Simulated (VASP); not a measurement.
Input of a VASP 6.6.1 run:

Contents of INCAR:

```
SYSTEM = BN
PREC = Accurate
ENCUT = 520
EDIFF = 1E-6
ISMEAR = 0
SIGMA = 0.05
LREAL = .FALSE.
LASPH = .TRUE.
NELM = 80
ALGO = Normal
ISIF = 2
LWAVE = .FALSE.
LCHARG = .FALSE.
GGA = PS
NBANDS = 26
```

File KPOINTS:

```
Automatic mesh
0
G
  6 6 10
  0 0 0
```

The input POSCAR:

```
BN
1.0
    4.4312000000      0.0000000000      0.0000000000
    0.0000000000      4.4312000000      0.0000000000
    0.0000000000      0.0000000000      2.8426000000
B N
4 4
Direct
    0.1741337327      0.8258662673      0.5000000000
    0.3258662673      0.3258662673      0.0000000000
    0.6741337327      0.6741337327      0.0000000000
    0.8258662673      0.1741337327      0.5000000000
    0.8123909516      0.8123909516      0.5000000000
    0.3123909516      0.6876090484      0.0000000000
    0.6876090484      0.3123909516      0.0000000000
    0.1876090484      0.1876090484      0.5000000000
```

Potentials or basis: VASP PAW PBE potentials, release 64 (B, N).

Command:

```console
$ cat potpaw_PBE.64/B/POTCAR potpaw_PBE.64/N/POTCAR > POTCAR
$ mpirun -np 1 vasp_std > vasp.out
```

**Question.** Predict the largest force.

**Answer.** 0.281 eV/Å.

**Question.** Estimate the pressure.

**Answer.** -35.7 GPa.

Forces in eV/Å, atoms in the order of the input:
```
B   -0.113  0.113  0.000
B    0.113  0.113  0.000
B   -0.113 -0.113  0.000
B    0.113 -0.113  0.000
N   -0.199 -0.199  0.000
N   -0.199  0.199  0.000
N    0.199 -0.199  0.000
N    0.199  0.199  0.000
```

Caveat: the cell stands under tension; the PAW data sets were made with another functional, which shifts forces and pressure a little.
